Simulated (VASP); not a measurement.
Here is a VASP 6.6.1 calculation.

INCAR

```
SYSTEM = BN
PREC = Accurate
ENCUT = 520
EDIFF = 1E-6
ISMEAR = 0
SIGMA = 0.05
LREAL = Auto
LASPH = .TRUE.
NELM = 150
ALGO = Normal
ISIF = 2
LWAVE = .FALSE.
LCHARG = .TRUE.
ISPIN = 2
MAGMOM = 0.3 0.3 0.3 0.3 0.3 0.3 0.3 0.3 0.3 0.3 0.3 0.3 0.3 0.3 0.3 0.3 0.3 0.3 0.3 0.3
LORBIT = 11
GGA = PE
LELF = .TRUE.
LVHAR = .TRUE.
NBANDS = 60
```

File KPOINTS:

```
regular mesh
0
G
  1 1 6
  0 0 0
```

Contents of POSCAR:

```
BN
1.0
   13.4000000000      0.0000000000      0.0000000000
    0.0000000000     11.9000000000      0.0000000000
    0.0000000000      0.0000000000      6.2781594086
B N
10 10
Direct
    0.5552155360      0.5000000000      0.0000000000
    0.3343533921      0.5000000000      0.6666666667
    0.4447844640      0.5000000000      0.3333333333
    0.6656466079      0.5000000000      0.6666666667
    0.3895689281      0.3923089140      0.0000000000
    0.6104310719      0.3923089140      0.3333333333
    0.5000000000      0.6076910860      0.6666666667
    0.3895689281      0.6076910860      0.0000000000
    0.6104310719      0.6076910860      0.3333333333
    0.5000000000      0.3923089140      0.6666666667
    0.5552155360      0.5000000000      0.2500000000
    0.3343533921      0.5000000000      0.9166666667
    0.4447844640      0.5000000000      0.5833333333
    0.6656466079      0.5000000000      0.9166666667
    0.3895689281      0.3923089140      0.2500000000
    0.6104310719      0.3923089140      0.5833333333
    0.5000000000      0.6076910860      0.9166666667
    0.3895689281      0.6076910860      0.2500000000
    0.6104310719      0.6076910860      0.5833333333
    0.5000000000      0.3923089140      0.9166666667
```

Potentials or basis: VASP PAW PBE potentials, release 64 (B, N).

Command:

```console
$ cat potpaw_PBE.64/B/POTCAR potpaw_PBE.64/N/POTCAR > POTCAR
$ mpirun -np 1 vasp_std > vasp.out
```

Problem. Predict the site moments.

Solution. B -0.00, +0.28, -0.01, +0.03, +0.00, +0.34, +0.09 (each value once); N +0.02, -0.00, +0.01, +0.60, +0.27, -0.02 (each value once) μB.

Problem. Predict the band gap on the k mesh.

Solution. Zero (filled and empty bands overlap).

Forces in eV/Å, atoms in the order of the input:
```
B    0.769  0.000 -0.896
B    2.596  0.000  3.570
B   -2.671  0.000 -1.072
B   -4.400  0.000  3.863
B    3.076  3.730  4.291
B   -1.481  1.903  3.694
B    3.438 -2.167  3.523
B    3.076 -3.730  4.291
B   -1.481 -1.903  3.694
B    3.438  2.167  3.523
N    2.705  0.000 -1.092
N   -1.112  0.000 -4.591
N   -2.913  0.000 -1.601
N    0.129  0.000 -2.800
N    0.129  0.329 -2.270
N    0.141 -0.329 -4.013
N   -2.855  1.879 -2.915
N    0.129 -0.329 -2.270
N    0.141  0.329 -4.013
N   -2.855 -1.879 -2.915
```
